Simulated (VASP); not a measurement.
Here is a VASP 6.6.1 calculation.

File INCAR:

```
SYSTEM = LiF
  PREC = Accurate
  ENCUT = 520
  EDIFF = 1E-7
  ISMEAR = 0
  SIGMA = 0.02
  LREAL = .FALSE.
  LASPH = .TRUE.
  NELM = 80
  ALGO = Normal
  ISIF = 2
  LWAVE = .FALSE.
  LCHARG = .TRUE.
  GGA = PE
  LELF = .TRUE.
  LVHAR = .TRUE.
  NBANDS = 24
```

KPOINTS

```
Automatic mesh
0
G
  10 10 4
  0 0 0
```

File POSCAR:

```
LiF
1.0
    1.4804719000     -2.5679748000      0.0000000000
    1.4804719000      2.5679748000      0.0000000000
    0.0000000000      0.0000000000      7.3630484000
Li F
3 3
Direct
    0.0000000000      0.5000000000      0.3333710000
    0.5000000000      0.0000000000      0.6666290000
    0.5000000000      0.5000000000      0.0000000000
    0.5000000000      0.0000000000      0.1666530000
    0.0000000000      0.5000000000      0.8333470000
    0.0000000000      0.0000000000      0.5000000000
```

Potentials or basis: VASP PAW PBE potentials, release 64 (Li_sv, F).

Command:

```bash
$ cat potpaw_PBE.64/Li_sv/POTCAR potpaw_PBE.64/F/POTCAR > POTCAR
$ mpirun -np 1 vasp_std > vasp.out
```

**Question.** Estimate the band gap on the k mesh.

**Answer.** 7.76 eV, indirect (least direct gap 7.79 eV).

 Expect the measured gap to be larger: semilocal functionals such as PBE lack the derivative discontinuity.
